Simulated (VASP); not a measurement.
A run of VASP 6.6.1:

File INCAR:

```
SYSTEM = RbYP
PREC = Accurate
ENCUT = 520
EDIFF = 1E-6
ISMEAR = 0
SIGMA = 0.1
LREAL = .False.
LASPH = .True.
NELM = 100
ALGO = Normal
ISIF = 2
LWAVE = .False.
LCHARG = .False.
GGA = PE
NBANDS = 20
```

KPOINTS

```
Automatic mesh
0
Gamma
  10 10 8
  0 0 0
```

POSCAR

```
RbYP
1.0
    4.5840393574      0.0000000000      0.0000000000
    0.0000000000      5.1876390899      0.0000000000
    0.0000000000      0.0000000000      6.8506602336
Rb Y P
1 1 1
Direct
    0.5000000000      0.0000000000      0.5000000000
    0.0000000000      0.0000000000      0.0000000000
    0.0000000000      0.5000000000      0.0000000000
```

Potentials or basis: VASP PAW PBE potentials, release 64 (Rb_sv, Y_sv, P).

Run with:

```bash
$ cat potpaw_PBE.64/Rb_sv/POTCAR potpaw_PBE.64/Y_sv/POTCAR potpaw_PBE.64/P/POTCAR > POTCAR
$ mpirun -np 1 vasp_std > vasp.out
```

Hardware: 1 thread of Intel(R) Xeon(R) Platinum 8259CL CPU @ 2.50GHz (Skylake/Cascade Lake), on a shared host.

Question: Estimate the wall time of this run.

Answer: It took 7.6 min on 1 thread of Intel(R) Xeon(R) Platinum 8259CL CPU @ 2.50GHz (Skylake/Cascade Lake), on a shared host, peak memory 0.78 GiB. Counts: scf iterations 17, k points 180.
